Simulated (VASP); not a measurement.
Crystal: SiF.

```
Si F
1.0
     1.90503    1.09987    5.49806
    -1.90503    1.09987    5.49806
     0.00000   -2.19974    5.49806
Si F
2 2
Cartesian
  0.0000 0.0000 3.0960
  0.0000 0.0000 13.3982
  0.0000 0.0000 4.6596
  0.0000 0.0000 11.8346
```

| Property | Result |
| --- | --- |
| Program | VASP 6.6.1 |
| Task | relaxation of cell and atoms |
| Functional | PBE |
| Potentials or basis | VASP PAW PBE potentials, release 64 (Si, F) |
| Cutoff | 600 eV |
| k mesh | 6 × 6 × 6 |
| Occupations | gaussian, width 0.2 eV |
| Spin | no spin polarisation |

At the start: pressure 11.8 GPa; volume 17.28 Å³/atom.

Task: How do energy, volume and symmetry change on relaxing?

Result: Over 12 steps the energy falls by 76.6 meV/atom and the volume is 19.46 Å³/atom (+12.6 %); space group R-3m (No. 166, to 0.05 Å).

Step by step:
| step | energy change (eV) | largest force (eV/Å) | pressure (GPa) | volume (Å³) |
| --- | --- | --- | --- | --- |
| 1 | 0.0000 | 2.4227 | 11.81 | 69.12 |
| 2 | 1.4373 | 4.3040 | -9.22 | 82.53 |
| 3 | -0.1777 | 1.3172 | 2.72 | 72.03 |
| 4 | -0.1870 | 1.0171 | 3.84 | 71.55 |
| 5 | -0.1879 | 0.8875 | 4.29 | 71.36 |
| 6 | -0.2958 | 0.2955 | -0.25 | 77.13 |
| 7 | -0.2959 | 0.2969 | -0.15 | 76.98 |
| 8 | -0.2964 | 0.5110 | 1.17 | 76.79 |
| 9 | -0.2990 | 0.3026 | 0.51 | 76.88 |
| 10 | -0.3036 | 0.1169 | 0.46 | 77.14 |
| 11 | -0.3052 | 0.0845 | 0.38 | 77.42 |
| 12 | -0.3066 | 0.0647 | 0.23 | 77.82 |

Final structure:
```
Si F
1.0
     1.99119    1.14962    5.66630
    -1.99119    1.14962    5.66630
     0.00000   -2.29923    5.66630
Si F
2 2
Cartesian
  0.0000 0.0000 3.1745
  0.0000 0.0000 13.8244
  0.0000 0.0000 4.8085
  0.0000 0.0000 12.1904
```

Caveat: the relaxation stopped at a loose force limit of 0.08 eV/Å, so its end isn't a converged minimum.
